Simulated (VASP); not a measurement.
# NdTl2P3 (P-6m2) in VASP: relaxation of cell and atoms with PBE

Aim: the relaxation of cell and atoms of NdTl2P3 with PBE.

Program: VASP 6.6.1. These are calculated values, not measurements. Logs are shortened: lines on timing, memory, paths and dates and some standing lists are left out, and cuts for length are marked.

## 1. The cell of the first run

Symmetry: P-6m2, No. 187, hexagonal system. The conventional cell has a = 6.449 Å, b = 6.449 Å, c = 4.606 Å, α = 90.00°, β = 90.00°, γ = 120.00°. Within 3.3 Å of Nd (site symmetry -6m2) lie 6 P at 2.52 Å. Within 4.4 Å of Tl (site symmetry -6m2) lie 6 P at 3.33 Å and 6 Tl at 4.38 Å and 6 Nd at 4.38 Å. Within 4.7 Å of Tl (site symmetry -6m2) lie 6 P at 3.54 Å and 3 Nd at 3.72 Å and 8 Tl at 4.38 to 4.61 Å. Within 2.4 Å of P (site symmetry mm2) lie 2 P at 1.79 Å.

The cell was generated, and may not be a known phase.

## 2. Relaxation of cell and atoms, PBE

Input file INCAR:

```
SYSTEM = NdTl2P3
PREC = Accurate
ENCUT = 500
EDIFF = 1E-7
ISMEAR = 0
SIGMA = 0.2
LREAL = .False.
LASPH = .True.
NELM = 200
ALGO = Normal
ISIF = 3
LWAVE = .False.
LCHARG = .False.
GGA = PE
IBRION = 2
NSW = 36
EDIFFG = -0.08
GGA_COMPAT = .False.
NELMIN = 4
LMAXMIX = 6
```

Input file KPOINTS:

```
regular mesh
0
Gamma
  3 3 4
  0 0 0
```

Input file POSCAR:

```
NdTl2P3
1.0
    6.4490620800      0.0000000000      0.0000000000
   -3.2245310400      5.5850516000      0.0000000000
    0.0000000000      0.0000000000      4.6060771500
Nd Tl P
1 2 3
Direct
    0.3333333300      0.6666666700      0.0000000000
    0.6666666700      0.3333333300      0.5000000000
    0.0000000000      0.0000000000      0.0000000000
    0.2406896300      0.7593103700      0.5000000000
    0.2406896300      0.4813792600      0.5000000000
    0.5186207400      0.7593103700      0.5000000000
```

Potentials or basis: VASP PAW PBE potentials, release 64 (Nd_3, Tl_d, P), 4f in core.

The run is started by

```bash
> cat potpaw_PBE.64/Nd_3/POTCAR potpaw_PBE.64/Tl_d/POTCAR potpaw_PBE.64/P/POTCAR > POTCAR
> mpirun -np 1 vasp_std > vasp.out
```

OUTCAR:

```text
SYSTEM = NdTl2P3
   PREC = Accurate
   ENCUT = 500
   EDIFF = 1E-7
   ISMEAR = 0
   LREAL = .False.
   LASPH = .True.
   NELM = 200
   ISIF = 3
   GGA = PE
   IBRION = 2
   NSW = 36
   EDIFFG = -0.08
   NELMIN = 4

 ion  position               nearest neighbor table
   1  0.333  0.667  0.000-   4 2.52   4 2.52   6 2.52   6 2.52   5 2.52   5 2.52   3 3.72   3 3.72
                             3 3.72
   2  0.667  0.333  0.500-   5 3.33   6 3.33   4 3.33   4 3.33   5 3.33   6 3.33
   3  0.000  0.000  0.000-   4 3.54   6 3.54   4 3.54   6 3.54   5 3.54   5 3.54   1 3.72   1 3.72
                             1 3.72
   4  0.241  0.759  0.500-   6 1.79   5 1.79   1 2.52   1 2.52   2 3.33   2 3.33   3 3.54   3 3.54

   5  0.241  0.481  0.500-   4 1.79   6 1.79   1 2.52   1 2.52   2 3.33   2 3.33   3 3.54   3 3.54

   6  0.519  0.759  0.500-   4 1.79   5 1.79   1 2.52   1 2.52   2 3.33   2 3.33   3 3.54   3 3.54

  LATTYP: Found a hexagonal cell.
 ALAT       =     6.4490620800
 C/A-ratio  =     0.7142243466

  Lattice vectors:

 A1 = (   6.4490620800,   0.0000000000,   0.0000000000)
 A2 = (  -3.2245310400,   5.5850516000,   0.0000000000)
 A3 = (   0.0000000000,   0.0000000000,   4.6060771500)

Analysis of symmetry for initial positions (statically):
=====================================================================
 Subroutine PRICEL returns:
 Original cell was already a primitive cell.

 Routine SETGRP: Setting up the symmetry group for a
 hexagonal supercell.

 Subroutine GETGRP returns: Found 12 space group operations
 (whereof 12 operations were pure point group operations)
 out of a pool of 24 trial point group operations.

The static configuration has the point symmetry D_3h.

Analysis of symmetry for dynamics (positions and initial velocities):
=====================================================================
 Subroutine PRICEL returns:
 Original cell was already a primitive cell.

 Routine SETGRP: Setting up the symmetry group for a
 hexagonal supercell.

 Subroutine GETGRP returns: Found 12 space group operations
 (whereof 12 operations were pure point group operations)
 out of a pool of 24 trial point group operations.

The dynamic configuration has the point symmetry D_3h.

 Subroutine INISYM returns: Found 12 space group operations
 (whereof 12 operations are pure point group operations),
 and found     1 'primitive' translations

----------------------------------------------------------------------------------------

                                     Primitive cell

  volume of cell :     165.9033

  direct lattice vectors                    reciprocal lattice vectors
     6.449062080  0.000000000  0.000000000     0.155061308  0.089524688  0.000000000
    -3.224531040  5.585051600  0.000000000     0.000000000  0.179049375  0.000000000
     0.000000000  0.000000000  4.606077150     0.000000000  0.000000000  0.217104483

  length of vectors
     6.449062080  6.449062087  4.606077150     0.179049375  0.179049375  0.217104483

  position of ions in fractional coordinates (direct lattice)
     0.333333330  0.666666670  0.000000000
     0.666666670  0.333333330  0.500000000
     0.000000000  0.000000000  0.000000000
     0.240689630  0.759310370  0.500000000
     0.240689630  0.481379260  0.500000000
     0.518620740  0.759310370  0.500000000

  ion indices of the primitive-cell ions
   primitive index   ion index
                 1           1
                 2           2
                 3           3
                 4           4
                 5           5
                 6           6

----------------------------------------------------------------------------------------

 KPOINTS: regular mesh

Automatic generation of k-mesh.
 Grid dimensions read from file:
 generate k-points for:    3    3    4

 Generating k-lattice:

  Cartesian coordinates                     Fractional coordinates (reciprocal lattice)
     0.051687103  0.029841563  0.000000000     0.333333333  0.000000000  0.000000000
     0.000000000  0.059683125  0.000000000     0.000000000  0.333333333  0.000000000
     0.000000000  0.000000000  0.054276121     0.000000000  0.000000000  0.250000000

  Length of vectors
     0.059683125  0.059683125  0.054276121

  Shift w.r.t. Gamma in fractional coordinates (k-lattice)
     0.000000000  0.000000000  0.000000000

 Subroutine IBZKPT returns following result:
 ===========================================

 Found      9 irreducible k-points:

 Following reciprocal coordinates:
            Coordinates               Weight
  0.000000  0.000000  0.000000      1.000000
  0.333333  0.000000  0.000000      6.000000
  0.333333  0.333333  0.000000      2.000000
  0.000000  0.000000  0.250000      2.000000
  0.333333  0.000000  0.250000     12.000000
  0.333333  0.333333  0.250000      4.000000
  0.000000  0.000000  0.500000      1.000000
  0.333333  0.000000  0.500000      6.000000
  0.333333  0.333333  0.500000      2.000000
   k-points           NKPTS =      9   k-points in BZ     NKDIM =      9   number of bands    NBANDS=     31
   number of dos      NEDOS =    301   number of ions     NIONS =      6
   total plane-waves  NPLWV =  82944
   dimension x,y,z NGX =    48 NGY =   48 NGZ =   36
   dimension x,y,z NGXF=    96 NGYF=   96 NGZF=   72
   ions per type =               1   2   3
   NGX,Y,Z   is equivalent  to a cutoff of  12.37, 12.37, 12.99 a.u.
   NGXF,Y,Z  is equivalent  to a cutoff of  24.75, 24.75, 25.99 a.u.
 SYSTEM =  NdTl2P3
   PREC   = accura    normal or accurate (medium, high low for compatibility)
   ISTART =      0    job   : 0-new  1-cont  2-samecut
   ICHARG =      2    charge: 1-file 2-atom 10-const
   ISPIN  =      1    spin polarized calculation?
   LNONCOLLINEAR =      F non collinear calculations
   LSORBIT =      F    spin-orbit coupling
   LASPH  =      T    aspherical Exc in radial PAW
   ENCUT  =  500.0 eV  36.75 Ry    6.06 a.u.  11.76 11.76  8.40*2*pi/ulx,y,z
   NELM   =    200;   NELMIN=  4; NELMDL= -5     # of ELM steps
   EDIFF  = 0.1E-06   stopping-criterion for ELM
   LREAL  =      F    real-space projection
   EDIFFG = -.8E-01   stopping-criterion for IOM
   NSW    =     36    number of steps for IOM
   IBRION =      2    ionic relax: 0-MD 1-quasi-New 2-CG
   NFREE  =      1    steps in history (QN), initial steepest desc. (CG)
   ISIF   =      3    stress and relaxation
   ISYM   =      2    0-nonsym 1-usesym 2-fastsym
   POTIM  = 0.5000    time-step for ionic-motion
   TEBEG  =    0.0;   TEEND  =   0.0 temperature during run
   PSTRESS=    0.0 pullay stress
   NELECT =      52.0000    total number of electrons
   NUPDOWN=      -1.0000    fix difference up-down
   EMIN   =  10.00;   EMAX   =-10.00  energy-range for DOS
   EFERMI =   0.00;   METHOD = LEGACY
   ISMEAR =     0;   SIGMA  =   0.20  broadening in eV -4-tet -1-fermi 0-gaus
   EFERMI_NEDOS =   21; number of points for ismear=-14 and -15
   IALGO  =     38    algorithm
   IMIX   =      4    mixing-type and parameters
     AMIX     =   0.40;   BMIX     =  1.00
     AMIX_MAG =   1.60;   BMIX_MAG =  1.00
  volume/ion in A,a.u.               =      27.65       186.60
  Fermi-wavevector in a.u.,A,eV,Ry     =   1.112050  2.101470 16.825714  1.236655
  Thomas-Fermi vector in A             =   2.248620
   LORBIT       =      0    0 simple, 1 ext, 2 COOP (PROOUT), +10 PAW based schemes
   GGA     = PE    functional components
   LHFCALC =     F    Hartree Fock is set to
   AEXX    =    0.0000 exact exchange contribution
   IVDW    =     0    specifies the selected vdW correction
   LEPSILON=     F    determine dielectric tensor
   LRPA    =     F    only Hartree local field effects (RPA)
 conjugate gradient relaxation of ions
 non-spin polarized calculation
 Gauss-broadening in eV      SIGMA  =   0.20
  energy-cutoff  :      500.00
  volume of cell :      165.90
 maximum number of plane-waves:      4227
 NGX is ok and might be reduce to    48
   NGX = 23   NGY = 23   NGZ = 17

--------------------------------------- Ionic step        1  -------------------------------------------

 number of electron      51.9999987 magnetization

 Free energy of the ion-electron system (eV)
  ---------------------------------------------------
  ext. energy  EPLUGINS =         0.00000000
  ---------------------------------------------------
  free energy    TOTEN  =       -18.72141503 eV

  energy without entropy =      -18.66972511  energy(sigma->0) =      -18.69557007

 E-fermi :   5.1218     XC(G=0):  -9.0657

 val. band max:        5.0728849130   @ k =   0.3333   0.3333   0.5000
 cond. band min:       5.2084279393   @ k =   0.3333   0.3333   0.5000
 fundamental gap:      0.1355430263
 Fermi energy:         5.1217655577

 k-point     1 :       0.0000    0.0000    0.0000
  band No.  band energies     occupation
      1     -32.6029      2.00000
      2     -15.1123      2.00000
      3     -14.0013      2.00000
      4     -14.0013      2.00000
      5     -13.5615      2.00000
      6      -6.9930      2.00000
[... 408 lines left out ...]
  FREE ENERGIE OF THE ION-ELECTRON SYSTEM (eV)
  ---------------------------------------------------
  free  energy   TOTEN  =       -19.3030895975 eV

  energy  without entropy=      -19.1323605866  energy(sigma->0) =      -19.21772509

[... ionic steps 4 to 11 ...]

--------------------------------------- Ionic step       12  -------------------------------------------

 number of electron      51.9999988 magnetization

------------------------ aborting loop because EDIFF is reached ----------------------------------------

  FORCE on cell =-STRESS in cart. coord.  units (eV):
  Direction    XX          YY          ZZ          XY          YZ          ZX
  --------------------------------------------------------------------------------------
  -------------------------------------------------------------------------------------
  Total       -0.4761107     -0.4761107     -0.1815954      0.0000000     -0.0000000      0.0000000
  in kB       -4.0037131     -4.0037131     -1.5270734      0.0000000     -0.0000000      0.0000000
  external PRESSURE =      -3.1781665 kB  Pullay stress =       0.0000000 kB
[... 65 lines left out ...]
  energy  without entropy=      -26.1499272908  energy(sigma->0) =      -26.18937419

--------------------------------------- Ionic step       14  -------------------------------------------

 number of electron      51.9999987 magnetization

 Free energy of the ion-electron system (eV)
  ---------------------------------------------------
  ext. energy  EPLUGINS =         0.00000000
  ---------------------------------------------------
  free energy    TOTEN  =       -26.23385072 eV

  energy without entropy =      -26.15442913  energy(sigma->0) =      -26.19413992

 E-fermi :   4.2795     XC(G=0):  -8.7456

 val. band max:        4.1922580178   @ k =   0.3333   0.0000   0.0000
 cond. band min:       4.3258789020   @ k =   0.0000   0.0000   0.5000
 fundamental gap:      0.1336208842
 Fermi energy:         4.2794692078

 k-point     1 :       0.0000    0.0000    0.0000
  band No.  band energies     occupation
      1     -34.3400      2.00000
      2     -15.5542      2.00000
      3     -15.5542      2.00000
      4     -15.5214      2.00000
      5     -10.2345      2.00000
      6      -7.6690      2.00000
[... 328 lines left out ...]
  FREE ENERGIE OF THE ION-ELECTRON SYSTEM (eV)
  ---------------------------------------------------
  free  energy   TOTEN  =       -26.2338507217 eV

  energy  without entropy=      -26.1544291250  energy(sigma->0) =      -26.19413992

 reached required accuracy - stopping structural energy minimisation
```

It took 6.3 min on 1 thread of AMD EPYC 9R45 (Zen 5), shared host; peak memory 0.29 GiB.

What came out:

```
Free energy                           : -26.2339 eV
Relaxed volume                        : 31.22 Å³/atom
Relaxed cell                          : a = 6.412 Å, b = 6.412 Å, c = 5.260 Å, α = 90.00°, β = 90.00°, γ = 120.00°
Space group after relaxing (to 0.1 Å) : P-6m2 (No. 187)
Energy gained by relaxing             : 1252.1 meV/atom
Ionic steps                           : 14
Pressure after relaxing               : -0.1 GPa
Band gap on the k mesh                : zero (bands 26 and 27 overlap by 0.95 eV)
```

Forces on the atoms (eV/Å):
```
Nd   0.000  0.000  0.000
Tl   0.000  0.000  0.000
Tl   0.000  0.000  0.000
P   -0.003  0.001  0.000
P    0.000 -0.003  0.000
P    0.003  0.001  0.000
```

Stress tensor (GPa, compression positive):
```
-0.33  0.00  0.00
 0.00 -0.33  0.00
 0.00  0.00  0.30
```

Step by step:
```tsv
step	energy change (eV)	largest force (eV/Å)	pressure (GPa)	volume (Å³)
1	0.0000	19.6330	30.55	165.90
2	0.7366	0.4175	-6.73	327.33
3	-0.5817	0.8155	-7.10	302.35
4	-1.9136	1.1313	-7.25	280.35
5	-5.9810	1.4970	-5.02	218.16
6	-7.0151	0.4735	0.94	190.84
7	-7.0155	0.4080	1.18	190.23
8	-7.3463	0.7782	-1.15	196.03
9	-7.4025	0.7847	-2.15	199.73
10	-7.4500	1.0480	0.37	190.58
11	-7.4871	0.1969	-0.74	193.99
12	-7.5037	0.1470	-0.32	190.53
13	-7.5074	0.1177	0.01	188.08
14	-7.5124	0.0030	-0.12	187.29
```

Final structure:
```
Nd Tl P
1.0
     6.41216    0.00000    0.00000
    -3.20608    5.55309    0.00000
     0.00000    0.00000    5.26001
Nd Tl P
1 2 3
Direct
  0.33333 0.66667 0.00000
  0.66667 0.33333 0.50000
  0.00000 0.00000 0.00000
  0.21690 0.78310 0.50000
  0.21690 0.43380 0.50000
  0.56620 0.78310 0.50000
```

Caveat: the k points lie up to 0.38 Å⁻¹ apart in the final cell, too coarse for converged energies and pressures of a metal; spin-orbit coupling is left out, which moves the levels of the heavy elements; the 4f electrons are frozen in the core, so they carry no moment and show no levels.

The gap in the log of VASP goes by the Fermi energy; the results here count the filled bands.